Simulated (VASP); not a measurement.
W, 1 atom in the cell. Symmetry: Fm-3m, No. 225, cubic system. Conventional cell: a = 4.060 Å, b = 4.060 Å, c = 4.060 Å, α = 90.00°, β = 90.00°, γ = 90.00°. Within 3.8 Å of W (site symmetry m-3m) lie 12 W at 2.87 Å. 

```yaml
Program: VASP 6.6.1
Task: single point
Functional: LDA
Potentials_or_basis: VASP PAW LDA potentials, release 64 (W_sv)
Cutoff: 520 eV
k_mesh: 11 × 11 × 11
Occupations: fermi-dirac, width 0.05 eV
Spin: no spin polarisation
Dipole_correction: no
Further_INCAR_settings: ALGO = Fast; EDIFF = 1e-07; NBANDS = 13
```

Potentials or basis: VASP PAW LDA potentials, release 64 (W_sv).

Run with:

```console
$ cat potpaw_LDA.64/W_sv/POTCAR > POTCAR
$ mpirun -np 1 vasp_std > vasp.out
```

Hardware: 1 thread of Intel(R) Xeon(R) Platinum 8488C (Sapphire Rapids), with other jobs on the host.

Task: How long does it take, and how much memory?

Result: It took 12 s on 1 thread of Intel(R) Xeon(R) Platinum 8488C (Sapphire Rapids), on a shared host, peak memory 0.13 GiB. Counts: scf iterations 14, k points 56.
